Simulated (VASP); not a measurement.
# AlN (F-43m) in VASP: notebook, part 2 of 2

VASP 6.6.1. Earlier steps stand in the parts before.

### 3 Relaxation of cell and atoms, PBEsol, target pressure 15 GPa, at which the enthalpy is minimised

INCAR

```
SYSTEM = AlN
ALGO     = Normal         ! electronic algorithm
EDIFF    = 1E-6           ! SCF threshold, eV
EDIFFG   = -0.002         ! ionic threshold
ENCUT    = 600            ! plane-wave cutoff, eV
GGA      = PS             ! functional
IBRION   = 2              ! ionic algorithm
ISIF     = 3              ! what is computed and relaxed
ISMEAR   = 0              ! smearing method
LASPH    = .True.         ! aspherical terms in the spheres
LCHARG   = .False.        ! write CHGCAR
LREAL    = .False.        ! projectors in reciprocal space
LWAVE    = .False.        ! write WAVECAR
NELM     = 100            ! most SCF steps
NSW      = 100            ! ionic steps
PREC     = Accurate       ! precision mode
PSTRESS  = 150.0        
SIGMA    = 0.01           ! smearing width, eV
```

KPOINTS

```
k-points
0
Gamma
  10 10 10
  0 0 0
```

POSCAR

```
AlN
1.0
    0.0000000000      2.1886811988      2.1886811988
    2.1886811988      0.0000000000      2.1886811988
    2.1886811988      2.1886811988      0.0000000000
Al N
1 1
Direct
    0.0000000000      0.0000000000      0.0000000000
    0.2500000000      0.2500000000      0.2500000000
```

Potentials or basis: VASP PAW PBE potentials, release 64 (Al, N).

Run with:

```
$ cat potpaw_PBE.64/Al/POTCAR potpaw_PBE.64/N/POTCAR > POTCAR
$ mpirun -np 1 vasp_std > vasp.out
```

OUTCAR:

```text
SYSTEM = AlN
   EDIFF = 1E-6
   EDIFFG = -0.002
   ENCUT = 600
   GGA = PS
   IBRION = 2
   ISIF = 3
   ISMEAR = 0
   LASPH = .True.
   LREAL = .False.
   NELM = 100
   NSW = 100
   PREC = Accurate
   PSTRESS = 150.0

 ion  position               nearest neighbor table
   1  0.000  0.000  0.000-   2 1.90   2 1.90   2 1.90   2 1.90
   2  0.250  0.250  0.250-   1 1.90   1 1.90   1 1.90   1 1.90

  LATTYP: Found a face centered cubic cell.
 ALAT       =     4.3773623976

  Lattice vectors:

 A1 = (   0.0000000000,   2.1886811988,   2.1886811988)
 A2 = (   2.1886811988,   0.0000000000,   2.1886811988)
 A3 = (   2.1886811988,   2.1886811988,   0.0000000000)

Analysis of symmetry for initial positions (statically):
=====================================================================
 Subroutine PRICEL returns:
 Original cell was already a primitive cell.

 Routine SETGRP: Setting up the symmetry group for a
 face centered cubic supercell.

 Subroutine GETGRP returns: Found 24 space group operations
 (whereof 24 operations were pure point group operations)
 out of a pool of 48 trial point group operations.

The static configuration has the point symmetry T_d .

Analysis of symmetry for dynamics (positions and initial velocities):
=====================================================================
 Subroutine PRICEL returns:
 Original cell was already a primitive cell.

 Routine SETGRP: Setting up the symmetry group for a
 face centered cubic supercell.

 Subroutine GETGRP returns: Found 24 space group operations
 (whereof 24 operations were pure point group operations)
 out of a pool of 48 trial point group operations.

The dynamic configuration has the point symmetry T_d .

 Subroutine INISYM returns: Found 24 space group operations
 (whereof 24 operations are pure point group operations),
 and found     1 'primitive' translations

[... 127 lines left out ...]
 Gauss-broadening in eV      SIGMA  =   0.01
  energy-cutoff  :      600.00
  volume of cell :       20.97
 maximum number of plane-waves:       725
 NGX is ok and might be reduce to    28
   NGX = 13   NGY = 13   NGZ = 13

--------------------------------------- Ionic step        1  -------------------------------------------

 number of electron       7.9999999 magnetization

 Free energy of the ion-electron system (eV)
  ---------------------------------------------------
  ext. energy  EPLUGINS =         0.00000000
  ---------------------------------------------------
  free energy    TOTEN  =       -15.61303236 eV

  energy without entropy =      -15.61303236  energy(sigma->0) =      -15.61303236

------------------------ aborting loop because EDIFF is reached ----------------------------------------

  FORCE on cell =-STRESS in cart. coord.  units (eV):
  Direction    XX          YY          ZZ          XY          YZ          ZX
  --------------------------------------------------------------------------------------
  -------------------------------------------------------------------------------------
  Total       -0.0144583     -0.0144583     -0.0144583     -0.0000000      0.0000000     -0.0000000
  in kB       -1.1047178     -1.1047178     -1.1047178     -0.0000000      0.0000000     -0.0000000
  external PRESSURE =    -151.1047178 kB  Pullay stress =     150.0000000 kB
[... 177 lines left out ...]
--------------------------------------- Ionic step        6  -------------------------------------------

 number of electron       8.0000000 magnetization

 Free energy of the ion-electron system (eV)
  ---------------------------------------------------
  ext. energy  EPLUGINS =         0.00000000
  ---------------------------------------------------
  free energy    TOTEN  =       -15.55426315 eV

  energy without entropy =      -15.55426315  energy(sigma->0) =      -15.55426315

 E-fermi :   6.5459     XC(G=0): -11.3922

 val. band max:        6.4528385190   @ k =   0.0000   0.0000   0.0000
 cond. band min:       9.6654868037   @ k =   0.5000   0.5000   0.0000
 fundamental gap:      3.2126482847
 Fermi energy:         6.5459135052

 k-point     1 :       0.0000    0.0000    0.0000
  band No.  band energies     occupation
      1      -8.8607      2.00000
      2       6.4528      2.00000
      3       6.4528      2.00000
      4       6.4528      2.00000
      5      11.1209      0.00000
      6      19.5164      0.00000
      7      19.5164      0.00000
      8      19.5164      0.00000
[... 243 lines left out ...]
 k-point    24 :       0.4000    0.3000    0.0000
  band No.  band energies     occupation
      1      -6.6560      2.00000
      2       2.1473      2.00000
      3       4.6700      2.00000
      4       4.9886      2.00000
      5      11.3802      0.00000
      6      16.2449      0.00000
      7      19.3756      0.00000
      8      21.5991      0.00000

 [... further k-points ...]

------------------------ aborting loop because EDIFF is reached ----------------------------------------

  FORCE on cell =-STRESS in cart. coord.  units (eV):
  Direction    XX          YY          ZZ          XY          YZ          ZX
  --------------------------------------------------------------------------------------
  -------------------------------------------------------------------------------------
  Total        1.8368119      1.8368119      1.8368119      0.0000000     -0.0000000      0.0000000
  in kB      149.9033294    149.9033294    149.9033294      0.0000000     -0.0000000      0.0000000
  external PRESSURE =      -0.0966706 kB  Pullay stress =     150.0000000 kB
[... 21 lines left out ...]
  energy  without entropy=      -15.5542631514  energy(sigma->0) =      -15.55426315

  enthalpy is  TOTEN    =       -13.7162666808 eV   P V=        1.8379964705

 reached required accuracy - stopping structural energy minimisation
```

OSZICAR:

```text
N       E                     dE             d eps       ncg     rms          rms(c)
DAV:   1     0.120060339346E+02    0.12006E+02   -0.43757E+03   776   0.938E+02
DAV:   2    -0.172304931937E+02   -0.29237E+02   -0.27826E+02  1024   0.162E+02
DAV:   3    -0.178314654283E+02   -0.60097E+00   -0.60097E+00   896   0.289E+01
DAV:   4    -0.178332078515E+02   -0.17424E-02   -0.17424E-02  1144   0.150E+00
[... 32 lines left out ...]
DAV:   2    -0.155546190832E+02    0.32853E-05   -0.18208E-05   800   0.315E-02    0.348E-03
DAV:   3    -0.155546190502E+02    0.32991E-07   -0.28191E-07   376   0.589E-03
   5 F= -.13716266E+02 E0= -.13716266E+02  d E =0.619936E-07
       N       E                     dE             d eps       ncg     rms          rms(c)
DAV:   1    -0.155542639318E+02    0.35515E-03   -0.21818E-05   752   0.443E-02    0.618E-03
DAV:   2    -0.155542631514E+02    0.78043E-06   -0.44561E-06   656   0.157E-02
   6 F= -.13716267E+02 E0= -.13716267E+02  d E =-.534862E-06
```

CONTCAR:

```text
AlN
   1.00000000000000
    -0.0000000000000000    2.1411380379747924    2.1411380379747924
     2.1411380379747924    0.0000000000000000    2.1411380379747924
     2.1411380379747924    2.1411380379747924    0.0000000000000000
  Al              N
     1     1
Direct
     0.0000000000000000    1.0000000000000000    1.0000000000000000
     0.2500000000000000    0.2500000000000000    0.2500000000000000

  0.00000000E+00  0.00000000E+00  0.00000000E+00
  0.00000000E+00  0.00000000E+00  0.00000000E+00
```

Wall time 20 s (1 thread of AMD EPYC 9R45 (Zen 5), shared host); peak memory 0.13 GiB.

Results:

```
Free energy                                            : -15.5543 eV
Relaxed volume                                         : 9.82 Å³/atom
Relaxed cell                                           : a = 3.028 Å, b = 3.028 Å, c = 3.028 Å, α = 60.00°, β = 60.00°, γ = 60.00°
Space group after relaxing (to 0.05 Å)                 : F-43m (No. 216)
Energy change on relaxing (the enthalpy is what falls) : +29.4 meV/atom
Ionic steps                                            : 6
Pressure after relaxing                                : 15.0 GPa
Band gap on the k mesh                                 : 3.21 eV, indirect (least direct gap 4.67 eV)
```

Step by step:
| step | energy change (eV) | largest force (eV/Å) | pressure (GPa) | volume (Å³) |
| --- | --- | --- | --- | --- |
| 1 | 0.0000 | 0.0000 | -0.11 | 20.97 |
| 2 | 0.3096 | 0.0000 | 39.35 | 18.11 |
| 3 | 0.0567 | 0.0000 | 14.67 | 19.65 |
| 4 | 0.0591 | 0.0000 | 15.05 | 19.63 |
| 5 | 0.0584 | 0.0000 | 14.95 | 19.64 |
| 6 | 0.0588 | 0.0000 | 14.99 | 19.63 |

Final structure:
```
CELL_PARAMETERS angstrom
0.00000 2.14114 2.14114
2.14114 0.00000 2.14114
2.14114 2.14114 0.00000
ATOMIC_POSITIONS crystal
Al 0.00000 0.00000 0.00000
N 0.25000 0.25000 0.25000
```

Caveat: the cell is relaxed towards a set pressure, so the enthalpy falls and the energy may rise; the PAW data sets were made with another functional, which shifts forces and pressure a little.
